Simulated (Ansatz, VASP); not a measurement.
Ag in VASP and in Ansatz

Contents of POSCAR:

```
Ag
1.0
    0.0000000000      1.7687179772      1.7687179772
    1.7687179772      0.0000000000      1.7687179772
    1.7687179772      1.7687179772      0.0000000000
Ag
1
Direct
    0.0000000000      0.0000000000      0.0000000000
```

INCAR.step1

```
ALGO     = Normal         # electronic algorithm
EDIFF    = 1E-4           # SCF threshold, eV
ENCUT    = 520            # plane-wave cutoff, eV
GGA      = PE             # functional
ISMEAR   = -1             # smearing method
LASPH    = T              # aspherical terms in the spheres
LCHARG   = F              # write CHGCAR
LREAL    = F              # projectors in reciprocal space
LWAVE    = T              # write WAVECAR
NBANDS   = 12             # bands
NELM     = 60             # most SCF steps
PREC     = Accurate       # precision mode
SIGMA    = 0.1            # smearing width, eV
```

Contents of INCAR.step2:

```
ALGO     = Normal         # electronic algorithm
EDIFF    = 1E-6           # SCF threshold, eV
ENCUT    = 520            # plane-wave cutoff, eV
ISIF     = 2              # what is computed and relaxed
ISMEAR   = -1             # smearing method
ISTART   = 1            
LASPH    = T              # aspherical terms in the spheres
LCHARG   = F              # write CHGCAR
LMIXTAU  = T            
LREAL    = F              # projectors in reciprocal space
LWAVE    = F              # write WAVECAR
METAGGA  = R2SCAN         # meta-GGA
NBANDS   = 12             # bands
NELM     = 60             # most SCF steps
PREC     = Accurate       # precision mode
SIGMA    = 0.1            # smearing width, eV
```

The input KPOINTS:

```
k-points
0
Gamma
  18 18 18
```

Input for Ansatz:

```yaml
crystal:
  lattice:
    - [0.0, 1.7687179772, 1.7687179772]
    - [1.7687179772, 0.0, 1.7687179772]
    - [1.7687179772, 1.7687179772, 0.0]
  atoms:
    - { symbol: Ag, position: [0.0, 0.0, 0.0] }
kpoints:
  mp_grid: { grid: [18, 18, 18] }
scf:
  occupations: { method: fermi_dirac, width: 0.1 }
hamiltonian:
  xc: r2scan
  pseudopotentials: { kind: paw }
output:
  forces: true
  stress: true
  eigenvalues: true
  populations: true
```

Change from the starting cell: volume scaled by 0.64, PAW files.

Alike in both runs: task single point; functional r2SCAN; k mesh 18 × 18 × 18; occupations fermi-dirac, width 0.1 eV; no spin polarisation.

|  | VASP | Ansatz |
| --- | --- | --- |
| version | VASP 6.6.1 | Ansatz 0.2.0 |
| potentials or method | VASP PAW PBE potentials, release 64 (Ag) | PAW with Ansatz's default frozen-core files, scalar-relativistic |
| plane-wave cutoff (eV) | 520 | 500 |
| valence electrons in the cell | 11 | 19 |

Ansatz gave:

* pressure (GPa): 161.4

**Question.** What did VASP give for the same quantities?

**Answer.** Pressure (GPa): 164.8.

VASP's potentials were made for PBE, not for r2SCAN. Both programs put the cell under a high pressure, so it lies far from rest at this level. VASP's potentials hold 11 valence electrons a cell and Ansatz's 19, so a difference there can come from the potentials and not from the codes.

Noted on VASP's run: the cell as given lies far from equilibrium.
